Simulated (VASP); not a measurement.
Here is a VASP 6.6.1 calculation.

The input INCAR:

```
PREC = Accurate ; ENCUT = 520
EDIFF = 1E-7 ; ISMEAR = -1
SIGMA = 0.05 ; LREAL = False
LASPH = True ; NELM = 80
ALGO = Normal ; ISIF = 2
LWAVE = False ; LCHARG = False
GGA = PS ; NBANDS = 17
```

Contents of KPOINTS:

```
regular mesh
0
Gamma
  8 8 8
```

The input POSCAR:

```
PbS
1.0
    0.0000000000      2.9657500000      2.9657500000
    2.9657500000      0.0000000000      2.9657500000
    2.9657500000      2.9657500000      0.0000000000
Pb S
1 1
Direct
    0.0000000000      0.0000000000      0.0000000000
    0.5000000000      0.5000000000      0.5000000000
```

Potentials or basis: VASP PAW PBE potentials, release 64 (Pb_d, S).

Run with:

```console
$ cat potpaw_PBE.64/Pb_d/POTCAR potpaw_PBE.64/S/POTCAR > POTCAR
$ mpirun -np 1 vasp_std > vasp.out
```

**Question.** Estimate the pressure.

**Answer.** -0.9 GPa.

**Question.** Predict the band gap on the k mesh.

**Answer.** 0.26 eV, direct.

Caveat: the PAW data sets were made with another functional, which shifts forces and pressure a little; spin-orbit coupling is left out, which moves the levels of the heavy elements. A k mesh can miss the band edges.
